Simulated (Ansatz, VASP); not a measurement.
## Ag: VASP beside Ansatz

Contents of INCAR:

```
  PREC = Accurate
  ENCUT = 520
  EDIFF = 1E-7
  ISMEAR = 0
  SIGMA = 0.15
  LREAL = False
  LASPH = True
  NELM = 100
  ALGO = Fast
  ISIF = 2
  LWAVE = False
  LCHARG = False
  GGA = PE
  NBANDS = 18
```

The input KPOINTS:

```
regular mesh
0
Gamma
  18 18 10
```

POSCAR

```
Ag
1.0
    2.9299980804      0.0000000000      0.0000000000
   -1.4649990402      2.5374527707      0.0000000000
    0.0000000000      0.0000000000      4.7900000000
Ag
2
Direct
    0.1876694429      0.7848954682      0.2500000000
    0.6666666667      0.3333333333      0.7500000000
```

Input for Ansatz:

```yaml
crystal:
  lattice:
    - [2.9299980804, 0.0, 0.0]
    - [-1.4649990402, 2.5374527707, 0.0]
    - [0.0, 0.0, 4.79]
  atoms:
    - { symbol: Ag, position: [0.1876694429, 0.7848954682, 0.25] }
    - { symbol: Ag, position: [0.6666666667, 0.3333333333, 0.75] }
basis:
  ecutwfc: 420
kpoints:
  mp_grid: { grid: [18, 18, 10] }
hamiltonian:
  xc: pbe
scf:
  occupations: { method: gaussian, width: 0.15 }
output:
  forces: true
  stress: true
  eigenvalues: true
```

Alike in both runs: task single point; functional PBE; k mesh 18 × 18 × 10; occupations gaussian, width 0.15 eV; no spin polarisation.

|  | VASP | Ansatz |
| --- | --- | --- |
| version | VASP 6.6.1 | Ansatz 0.2.0 |
| potentials or method | VASP PAW PBE potentials, release 64 (Ag), cutoff 520 eV | scalar-relativistic, plane waves, PAW |
| valence electrons in the cell | 22 | 38 |

```tsv
	VASP	Ansatz	Ansatz less VASP
gap on the k mesh at the Fermi level (eV)	none	none	-
pressure (GPa)	1.7	1.7	+0.05
traceless stress, the component that is largest in VASP (GPa)	2.84	2.87	+0.025
rms of the force components (eV/Å)	0.069	0.069	+0.0004
```

Atom by atom the forces differ by 0.000 eV/Å (rms over components). A gap of «none» marks a metal or a gap that the smearing closes. VASP's potentials hold 22 valence electrons a cell and Ansatz's 38, so a difference there can come from the potentials and not from the codes.
